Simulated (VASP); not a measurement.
# ScAl4F2 (P6/mmm) in VASP: single point with PBE

Aim: the single point of ScAl4F2 with PBE.

Everything below comes from runs of VASP 6.6.1. Logs are shortened: lines on timing, memory, paths and dates and some standing lists are left out, and cuts for length are marked.

**1. The cell of the first run**

The structure is hexagonal, space group P6/mmm (No. 191). Conventional cell: a = 5.754 Å, b = 5.754 Å, c = 7.955 Å, α = 90.00°, β = 90.00°, γ = 120.00°. Within 2.9 Å of Sc (site symmetry 6/mmm) lie 2 F at 2.09 Å and 6 Al at 2.88 Å. Al (site symmetry mmm) has 4 Al at 2.88 Å and 2 Sc at 2.88 Å and 4 F at 3.56 Å within 3.8 Å. Al (site symmetry 6/mmm) has 2 F at 1.88 Å within 2.5 Å. F (site symmetry 6mm) has 1 Al at 1.88 Å and 1 Sc at 2.09 Å within 2.5 Å.

The cell was built from a structure type or drawn by symmetry, and may not be a known phase.

**2. Single point, PBE, collinear spin**

Input file INCAR:

```
SYSTEM = ScAl4F2
PREC = Accurate ; ENCUT = 520
EDIFF = 1E-6 ; ISMEAR = 0
SIGMA = 0.1 ; LREAL = .False.
LASPH = .True. ; NELM = 150
ALGO = Normal ; ISIF = 2
LWAVE = .False. ; LCHARG = .False.
ISPIN = 2 ; MAGMOM = 0 0 0 0 0 1 1
LORBIT = 11 ; LMAXMIX = 4
GGA = PE ; NBANDS = 32
```

Input file KPOINTS:

```
Automatic mesh
0
Gamma
  6 6 2
  0 0 0
```

Input file POSCAR:

```
ScAl4F2
1.0
    5.7537919131      0.0000000000      0.0000000000
   -2.8768959565      4.9829299648      0.0000000000
    0.0000000000      0.0000000000      7.9551916892
Sc Al F
1 4 2
Direct
    0.0000000000      0.0000000000      0.0000000000
    0.5000000000      0.0000000000      0.0000000000
    0.0000000000      0.5000000000      0.0000000000
    0.5000000000      0.5000000000      0.0000000000
    0.0000000000      0.0000000000      0.5000000000
    0.0000000000      0.0000000000      0.2632454731
    0.0000000000      0.0000000000      0.7367545269
```

Potentials or basis: VASP PAW PBE potentials, release 64 (Sc_sv, Al, F).

On the command line:

```
> cat potpaw_PBE.64/Sc_sv/POTCAR potpaw_PBE.64/Al/POTCAR potpaw_PBE.64/F/POTCAR > POTCAR
> mpirun -np 1 vasp_std > vasp.out
```

OUTCAR:

```text
SYSTEM = ScAl4F2
   PREC = Accurate
   ENCUT = 520
   EDIFF = 1E-6
   ISMEAR = 0
   LREAL = .False.
   LASPH = .True.
   NELM = 150
   ISIF = 2
   ISPIN = 2
   LORBIT = 11
   GGA = PE

 ion  position               nearest neighbor table
   1  0.000  0.000  0.000-   6 2.09   7 2.09   3 2.88   3 2.88   4 2.88   4 2.88   2 2.88   2 2.88

   2  0.500  0.000  0.000-   4 2.88   4 2.88   3 2.88   3 2.88   1 2.88   1 2.88
   3  0.000  0.500  0.000-   1 2.88   1 2.88   2 2.88   2 2.88   4 2.88   4 2.88
   4  0.500  0.500  0.000-   2 2.88   2 2.88   1 2.88   1 2.88   3 2.88   3 2.88
   5  0.000  0.000  0.500-   6 1.88   7 1.88
   6  0.000  0.000  0.263-   5 1.88   1 2.09
   7  0.000  0.000  0.737-   5 1.88   1 2.09

  LATTYP: Found a hexagonal cell.
 ALAT       =     5.7537919131
 C/A-ratio  =     1.3825998245

  Lattice vectors:

 A1 = (   5.7537919131,   0.0000000000,   0.0000000000)
 A2 = (  -2.8768959565,   4.9829299648,   0.0000000000)
 A3 = (   0.0000000000,   0.0000000000,   7.9551916892)

Analysis of symmetry for initial positions (statically):
=====================================================================
 Subroutine PRICEL returns:
 Original cell was already a primitive cell.

 Routine SETGRP: Setting up the symmetry group for a
 hexagonal supercell.

 Subroutine GETGRP returns: Found 24 space group operations
 (whereof 24 operations were pure point group operations)
 out of a pool of 24 trial point group operations.

The static configuration has the point symmetry D_6h.

Analysis of symmetry for dynamics (positions and initial velocities):
=====================================================================
 Subroutine PRICEL returns:
 Original cell was already a primitive cell.

 Routine SETGRP: Setting up the symmetry group for a
 hexagonal supercell.

 Subroutine GETGRP returns: Found 24 space group operations
 (whereof 24 operations were pure point group operations)
 out of a pool of 24 trial point group operations.

The dynamic configuration has the point symmetry D_6h.

Analysis of structural, dynamic, and magnetic symmetry:
=====================================================================
 Subroutine PRICEL returns:
 Original cell was already a primitive cell.

 Routine SETGRP: Setting up the symmetry group for a
 hexagonal supercell.

 Subroutine GETGRP returns: Found 24 space group operations
 (whereof 24 operations were pure point group operations)
 out of a pool of 24 trial point group operations.

[... 138 lines left out ...]
 number of electron      36.9999999 magnetization       1.1344451

 Free energy of the ion-electron system (eV)
  ---------------------------------------------------
  ext. energy  EPLUGINS =         0.00000000
  ---------------------------------------------------
  free energy    TOTEN  =       -29.80858727 eV

  energy without entropy =      -29.78830676  energy(sigma->0) =      -29.79844702

 E-fermi :   0.8532     XC(G=0):  -6.6529

 val. band max:        0.8422776414   @ k =   0.5000   0.0000   0.5000
 cond. band min:       0.9057757988   @ k =   0.3333   0.1667   0.0000
 fundamental gap:      0.0634981573
 Fermi energy:         0.8532178600

 spin component 1

 k-point     1 :       0.0000    0.0000    0.0000
  band No.  band energies     occupation
      1     -48.5953      1.00000
      2     -27.6250      1.00000
      3     -27.1891      1.00000
      4     -27.1891      1.00000
      5     -23.9665      1.00000
      6     -23.5831      1.00000
[... 451 lines left out ...]
     29       5.2009      0.00000
     30       6.0314      0.00000
 Fermi energy:         0.8532178600

 spin component 2

 k-point     1 :       0.0000    0.0000    0.0000
  band No.  band energies     occupation
      1     -48.4321      1.00000
      2     -27.5502      1.00000
      3     -26.9736      1.00000
      4     -26.9736      1.00000
      5     -23.9244      1.00000
      6     -23.5375      1.00000
[... 451 lines left out ...]
     29       5.3057      0.00000
     30       6.2224      0.00000
 [bands above 30 left out]

------------------------ aborting loop because EDIFF is reached ----------------------------------------

  FORCE on cell =-STRESS in cart. coord.  units (eV):
  Direction    XX          YY          ZZ          XY          YZ          ZX
  --------------------------------------------------------------------------------------
  -------------------------------------------------------------------------------------
  Total       -0.0429826     -0.0429826      0.2119638     -0.0000000      0.0000000      0.0000000
  in kB       -0.3019354     -0.3019354      1.4889591     -0.0000000      0.0000000      0.0000000
  external PRESSURE =       0.2950295 kB  Pullay stress =       0.0000000 kB

 VOLUME and BASIS-vectors are now :
 -----------------------------------------------------------------------------
  energy-cutoff  :      520.00
  volume of cell :      228.08
      direct lattice vectors                 reciprocal lattice vectors
     5.753791913  0.000000000  0.000000000     0.173798430  0.100342570  0.000000000
    -2.876895956  4.982929965  0.000000000     0.000000000  0.200685140  0.000000000
     0.000000000  0.000000000  7.955191689     0.000000000  0.000000000  0.125704073

 POSITION                                       TOTAL-FORCE (eV/Angst)
 -----------------------------------------------------------------------------------
      0.00000      0.00000      0.00000        -0.000000      0.000000      0.000000
      2.87690      0.00000      0.00000        -0.000000      0.000000      0.000000
     -1.43845      2.49146      0.00000        -0.000000      0.000000      0.000000
      1.43845      2.49146      0.00000        -0.000000      0.000000      0.000000
      0.00000      0.00000      3.97760        -0.000000      0.000000      0.000000
      0.00000      0.00000      2.09417         0.000000      0.000000      0.071758
      0.00000      0.00000      5.86102        -0.000000     -0.000000     -0.071758
 -----------------------------------------------------------------------------------
    total drift:                                0.000000      0.000000      0.000000

  FREE ENERGIE OF THE ION-ELECTRON SYSTEM (eV)
  ---------------------------------------------------
  free  energy   TOTEN  =       -29.8085872659 eV

  energy  without entropy=      -29.7883067650  energy(sigma->0) =      -29.79844702

 total charge

# of ion       s       p       d       tot
------------------------------------------
    1        2.207   6.172   1.054   9.433
    2        0.482   0.304   0.000   0.785
    3        0.482   0.304   0.000   0.785
    4        0.482   0.304   0.000   0.785
    5        0.569   0.131   0.000   0.701
    6        1.750   4.354   0.000   6.104
    7        1.750   4.354   0.000   6.104
--------------------------------------------------
tot          7.721  15.923   1.054  24.698

 magnetization (x)

# of ion       s       p       d       tot
------------------------------------------
    1        0.001   0.008   0.202   0.211
    2       -0.001   0.039   0.000   0.038
    3       -0.001   0.039   0.000   0.038
    4       -0.001   0.039   0.000   0.038
    5        0.020   0.000   0.000   0.020
    6        0.000   0.022   0.000   0.023
    7        0.000   0.022   0.000   0.023
--------------------------------------------------
tot          0.019   0.170   0.202   0.390
```

stdout:

```text
POSCAR found type information on POSCAR ScAlF
 POSCAR found :  3 types and       7 ions
 scaLAPACK will be used
 LDA part: xc-table for (Slater+PW92), standard interpolation
 POSCAR, INCAR and KPOINTS ok, starting setup
 FFT: planning ... GRIDC
 FFT: planning ... GRID_SOFT
 FFT: planning ... GRID
 WAVECAR not read
 entering main loop
```

It took 4 min on 1 thread of Intel Xeon Platinum 8375C at 2.90GHz (Ice Lake), shared host; peak memory 0.56 GiB.

What came out:

| Item | Value |
| --- | --- |
| Free energy | -29.8086 eV |
| Pressure | 0.0 GPa |
| Largest force | 0.072 eV/Å |
| Net moment | 1.13 μB per cell |
| Site moments | Sc +0.21; Al +0.04, +0.02 (each value once); F +0.02 μB |
| Valence electrons inside the program's atomic spheres | Sc 9.43; Al 0.79, 0.70 (each value once); F 6.10 |

Forces in eV/Å, atoms in the order of the input:
```
Sc   0.000  0.000  0.000
Al   0.000  0.000  0.000
Al   0.000  0.000  0.000
Al   0.000  0.000  0.000
Al   0.000  0.000  0.000
F    0.000  0.000  0.072
F    0.000  0.000 -0.072
```

Caveat: the k points lie up to 0.39 Å⁻¹ apart.
